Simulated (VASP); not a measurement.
Runs of VASP 6.6.1 on InSb. The structure is that of space group P4/mmm (No. 123), or close to it. The cells are those of the table. 

```tsv
cell	gap on the mesh (eV)	pressure (GPa)
a = 3.027, b = 3.027, c = 6.421 Å, 2 atoms	none	1.0
a = 3.248, b = 3.248, c = 5.577 Å, 2 atoms	none	(a)
a = 3.119, b = 3.119, c = 6.049 Å, 2 atoms	none	(b)
a = 2.895, b = 2.895, c = 7.019 Å, 2 atoms	none	4.4
a = 3.163, b = 3.163, c = 5.879 Å, 2 atoms	none	0.8
```

Alike in all rows: task single point; level PBE; potentials or basis VASP PAW PBE potentials, release 64 (In_d, Sb); no spin polarisation; k mesh 18 × 18 × 10; cutoff (eV) 520; smearing gaussian 0.15 eV.

**Question.** Fill in the values left out.

**Answer.** (a) 2.9; (b) 0.4.

Caveats: spin-orbit coupling is left out, which moves the levels of the heavy elements; the stress differs along the axes, from -3 to 15 GPa (at least some runs); the stress differs along the axes, from -5 to 9 GPa (at least some runs); the stress differs along the axes, from -2 to 6 GPa (at least some runs).

A k mesh can miss the band edges, and the runs leave out spin-orbit coupling on In, Sb.

A gap of «none» marks levels without a gap at the run's occupations.
